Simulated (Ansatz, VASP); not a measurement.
# One calculation of Mn, two programs

```
CELL_PARAMETERS angstrom
-1.56576 1.56576 1.56576
1.56576 -1.56576 1.56576
1.56576 1.56576 -1.56576
ATOMIC_POSITIONS crystal
Mn 0.00000 0.00000 0.00000
```

Change from the starting cell: volume scaled by 1.05.

Alike in both runs: task single point; functional PBE; k mesh 19 × 19 × 19; occupations fermi-dirac, width 0.03 eV; collinear spin.

|  | VASP | Ansatz |
| --- | --- | --- |
| version | VASP 6.6.1 | Ansatz 0.2.0 |
| potentials or method | VASP PAW PBE potentials, release 64 (Mn_pv), cutoff 520 eV | all-electron LAPW, scalar-relativistic |

```csv
,VASP,Ansatz,Ansatz less VASP
pressure (GPa),-3.9,-4.1,-0.16
net moment per atom (μB),3.58,3.57,-0.009
size of the moment on the site where the two differ most (μB),3.47,3.56,+0.082
```

Site moments also hang on the region over which each program counts them. Ansatz ran all-electron here, and VASP with PAW potentials.
